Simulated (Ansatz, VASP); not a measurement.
One calculation of HfB2, two programs

INCAR

```
SYSTEM = HfB2
PREC     = Accurate       ! precision mode
ENCUT    = 420            ! plane-wave cutoff, eV
EDIFF    = 1E-8           ! SCF threshold, eV
ISMEAR   = -1             ! smearing method
SIGMA    = 0.05           ! smearing width, eV
LREAL    = .False.        ! projectors in reciprocal space
LASPH    = .True.         ! aspherical terms in the spheres
NELM     = 120            ! most SCF steps
ALGO     = Normal         ! electronic algorithm
ISIF     = 2              ! what is computed and relaxed
LWAVE    = .False.        ! write WAVECAR
LCHARG   = .False.        ! write CHGCAR
GGA      = PE             ! functional
LEFG     = .True.       
NBANDS   = 15             ! bands
GGA_COMPAT= .False.
```

The input KPOINTS:

```
regular mesh
0
Gamma
  13 13 11
  0 0 0
```

POSCAR

```
HfB2
1.0
    3.1714001015      0.0000000000      0.0000000000
   -1.5857000508      2.7465130534      0.0000000000
    0.0000000000      0.0000000000      3.4800000000
Hf B
1 2
Direct
    0.0000000000      0.0000000000      0.0000000000
    0.3333333333      0.6666666667      0.5000000000
    0.6666666667      0.3333333333      0.5000000000
```

Input for Ansatz:

```yaml
crystal:
  lattice:
    - [3.1714001015, 0.0, 0.0]
    - [-1.5857000508, 2.7465130534, 0.0]
    - [0.0, 0.0, 3.48]
  atoms:
    - { symbol: Hf, position: [0.0, 0.0, 0.0] }
    - { symbol: B, position: [0.3333333333, 0.6666666667, 0.5] }
    - { symbol: B, position: [0.6666666667, 0.3333333333, 0.5] }
kpoints:
  mp_grid: { grid: [13, 13, 11] }
scf:
  occupations: { method: fermi_dirac, width: 0.05 }
hamiltonian:
  xc: pbe
  pseudopotentials: { kind: all_electron, datasets: crystal }
output:
  forces: true
  stress: true
  eigenvalues: true
  efg: { contact_densities: true }
```

Change from the starting cell: equal xx and yy strain of +1 %, crystal datasets.

Alike in both runs: task electric field gradients; functional PBE; k mesh 13 × 13 × 11; occupations fermi-dirac, width 0.05 eV; no spin polarisation.

```csv
,VASP,Ansatz
version,VASP 6.6.1,Ansatz 0.2.0
potentials or method,"VASP PAW PBE potentials, release 64 (Hf_pv, B), cutoff 420 eV","all-electron PAW with datasets made for the crystal, scalar-relativistic"
```

Ansatz gave:

| Item | Value |
| --- | --- |
| size of Vzz on the site where it differs most (V/Å²) | 103.6 |

Task: What did VASP give for the same quantities?

Result: Size of Vzz on the site where it differs most (V/Å²): 72.9.

Ansatz ran all-electron here, and VASP with PAW potentials.

Neither program's run includes spin-orbit coupling.
